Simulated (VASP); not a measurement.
Set up this calculation in VASP 6.6.1, as the native input.

```
Task                   : single point
Functional             : PBEsol
Potentials or basis    : VASP PAW PBE potentials, release 64 (Si, B)
Cutoff                 : 520 eV
k mesh                 : 2 × 2 × 2
Occupations            : fermi-dirac, width 0.02 eV
Spin                   : collinear spin, zero start
Starting moments       : [0.0, 0.0, 0.0, 0.0, 0.0, 0.0, 0.0, 0.0, 0.0, 0.0, 0.0, 0.0, 0.0, 0.0, 0.0, 0.0, 0.0] μB
Dipole correction      : no
Further INCAR settings : LREAL = Auto; ALGO = Normal; EDIFF = 1e-07; NBANDS = 52
```

The structure of Si16B (a cell with a defect) lies in POSCAR:

```
Si16B
1.0
    0.0000000000      5.4300000000      5.4300000000
    5.4300000000      0.0000000000      5.4300000000
    5.4300000000      5.4300000000      0.0000000000
Si B
16 1
Direct
    0.0021270718     -0.0084254144     -0.0491252302
    0.1012615101      0.0747053407      0.1247974217
    0.0675230203     -0.0010220994      0.4741712707
    0.2225506446      0.1194198895      0.6018508287
   -0.0883885820      0.5281675875      0.0346869245
    0.0445303867      0.6203314917      0.1737384899
    0.0351381215      0.4779926335      0.5303130755
    0.1566114180      0.6040883978      0.6541988950
    0.4819429098      0.0750184162     -0.0505985267
    0.6218968692      0.1285082873      0.1141988950
    0.5920073665     -0.0084898711      0.4724125230
    0.7104143646      0.1510957643      0.5814272560
    0.4204604052      0.4851749540      0.0241988950
    0.4891436464      0.6676335175      0.1541160221
    0.5393922652      0.5170534070      0.4983241252
    0.6633793738      0.5965101289      0.6605801105
    0.2178453039      0.3038305709      0.8830386740
```

The input as run:

INCAR

```
SYSTEM = Si16B
PREC = Accurate ; ENCUT = 520
EDIFF = 1E-7 ; ISMEAR = -1
SIGMA = 0.02 ; LREAL = Auto
LASPH = .TRUE. ; NELM = 150
ALGO = Normal ; ISIF = 2
LWAVE = .FALSE. ; LCHARG = .FALSE.
ISPIN = 2 ; MAGMOM = 0 0 0 0 0 0 0 0 0 0 0 0 0 0 0 0 0
LORBIT = 11 ; GGA = PS
NBANDS = 52
```

KPOINTS

```
Automatic mesh
0
G
  2 2 2
  0 0 0
```

Potentials or basis: VASP PAW PBE potentials, release 64 (Si, B).

Launch:

```console
$ cat potpaw_PBE.64/Si/POTCAR potpaw_PBE.64/B/POTCAR > POTCAR
$ mpirun -np 1 vasp_std > vasp.out
```

Results of the run:

* Pressure: -1.8 GPa
* Largest force: 1.568 eV/Å
* Net moment: 0.00 μB per cell
* Valence electrons inside the program's atomic spheres: Si 1.67, 1.65, 1.66, 1.59, 1.69, 1.64, 1.68, 1.57 (each value once); B 1.79

Caveat: the k points lie up to 0.50 Å⁻¹ apart; no moment was typed at the start, so none could form; the PAW data sets were made with another functional, which shifts forces and pressure a little.

It took 15 min on 1 thread of Intel Xeon 8259CL, with other jobs on the host, peak memory 0.71 GiB.
